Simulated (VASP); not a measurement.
Input of a VASP 6.6.1 run:

File INCAR:

```
PREC     = Accurate       # precision mode
ENCUT    = 500            # plane-wave cutoff, eV
EDIFF    = 1E-7           # SCF threshold, eV
ISMEAR   = 0              # smearing method
SIGMA    = 0.01           # smearing width, eV
LREAL    = F              # projectors in reciprocal space
LASPH    = T              # aspherical terms in the spheres
NELM     = 120            # most SCF steps
ALGO     = Normal         # electronic algorithm
ISIF     = 3              # what is computed and relaxed
LWAVE    = F              # write WAVECAR
LCHARG   = F              # write CHGCAR
GGA      = RP             # functional
IBRION   = 2              # ionic algorithm
NSW      = 80             # ionic steps
EDIFFG   = -0.01          # ionic threshold
GGA_COMPAT= F            
NELMIN   = 4
```

The input KPOINTS:

```
Automatic mesh
0
Gamma
  6 6 3
```

The input POSCAR:

```
ZrSe2
1.0
    3.7980000000      0.0000000000      0.0000000000
   -1.8990000000      3.2891644800      0.0000000000
    0.0000000000      0.0000000000      6.1920000000
Zr Se
1 2
Direct
    0.0000000000      0.0000000000      0.0000000000
    0.3333333333      0.6666666667      0.2500000000
    0.6666666667      0.3333333333      0.7500000000
```

Potentials or basis: VASP PAW PBE potentials, release 64 (Zr_sv, Se).

Command:

```bash
$ cat potpaw_PBE.64/Zr_sv/POTCAR potpaw_PBE.64/Se/POTCAR > POTCAR
$ mpirun -np 1 vasp_std > vasp.out
```

Question: What does it give for the space group after relaxing (to 0.1 Å)?

Answer: P-3m1 (No. 164).

Question: What does it give for the relaxed volume?

Answer: 32.79 Å³/atom.

Question: What does it give for the relaxed cell?

Answer: a = 3.846 Å, b = 3.846 Å, c = 7.682 Å, α = 90.00°, β = 90.00°, γ = 120.00°.

Question: Estimate the band gap on the k mesh.

Answer: 0.61 eV (least direct gap 1.17 eV).

Forces in eV/Å, atoms in the order of the input:
```
Zr   0.000  0.000  0.000
Se   0.000  0.000 -0.003
Se   0.000  0.000  0.003
```

Caveat: the volume moved by over 15 % at a fixed basis, so the end points are rough; the PAW data sets were made with another functional, which shifts forces and pressure a little; an odd mesh through Γ misses points on the zone boundary, where band edges can lie; this functional lacks dispersion, which binds the layers, so the pressure and a relaxed spacing across them are unreliable. RPBE and its kin give volumes clearly too large for solids.
